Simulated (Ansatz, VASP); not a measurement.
## Ru: VASP beside Ansatz

```xyz
2
Lattice="2.6741 0.0000 0.0000 -1.3370 2.3158 0.0000 0.0000 0.0000 4.2268" Properties=species:S:1:pos:R:3 pbc="T T T"
Ru   -0.0467    1.6372    1.0567
Ru    1.3837    0.6786    3.1701
```

Change from the starting cell: mode 4 frozen in at -0.047 Å and mode 5 at +0.093 Å (largest displacements).

Alike in both runs: task single point; functional LDA; k mesh 21 × 21 × 10; occupations gaussian, width 0.15 eV; no spin polarisation.

```csv
,VASP,Ansatz
version,VASP 6.6.1,Ansatz 0.2.0
potentials or method,"VASP PAW LDA potentials, release 64 (Ru_pv), cutoff 520 eV","scalar-relativistic, plane waves, PAW"
valence electrons in the cell,28,32
```

```csv
,VASP,Ansatz,Ansatz less VASP
gap on the k mesh at the Fermi level (eV),none,none,-
pressure (GPa),3.4,2.4,-1.00
"traceless stress, the component that is largest in VASP (GPa)",-4.92,-4.78,+0.145
rms of the force components (eV/Å),0.906,0.902,-0.0037
```

Ansatz warns that its potentials were made for another functional, while VASP's fit it. LDA's correlation is that of Perdew and Zunger in VASP and of Perdew and Wang (1992) in Ansatz. Atom by atom the forces differ by 0.005 eV/Å (rms over components). A gap of «none» marks a metal or a gap that the smearing closes. VASP's potentials hold 28 valence electrons a cell and Ansatz's 32, so a difference there can come from the potentials and not from the codes.
